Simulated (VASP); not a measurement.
Here is a VASP 6.6.1 calculation.

The input INCAR:

```
ALGO = Normal
EDIFF = 1E-8
ENCUT = 520
GGA = PS
IBRION = 8
ISIF = 2
ISMEAR = 0
LASPH = True
LCHARG = True
LREAL = False
LWAVE = False
NELM = 100
NSW = 1
PREC = Accurate
SIGMA = 0.01
```

KPOINTS

```
k-points
0
Gamma
  8 8 8
```

Contents of POSCAR:

```
LiH
1.0
    0.0000000000      1.9770138827      1.9770138827
    1.9770138827      0.0000000000      1.9770138827
    1.9770138827      1.9770138827      0.0000000000
Li H
1 1
Direct
    0.0000000000      0.0000000000      0.0000000000
    0.5000000000      0.5000000000      0.5000000000
```

Potentials or basis: VASP PAW PBE potentials, release 64 (Li_sv, H).

The run is started by

```sh
$ cat potpaw_PBE.64/Li_sv/POTCAR potpaw_PBE.64/H/POTCAR > POTCAR
$ mpirun -np 1 vasp_std > vasp.out
```

Task: What does it give for the highest phonon frequency at Γ, LO-TO splitting left out?

Result: 645 cm⁻¹.

Phonon frequencies in cm⁻¹ (negative: imaginary):
| q point | frequencies |
| --- | --- |
| (0.000, 0.000, 0.000) | -1 -1 -1 645 645 645 |
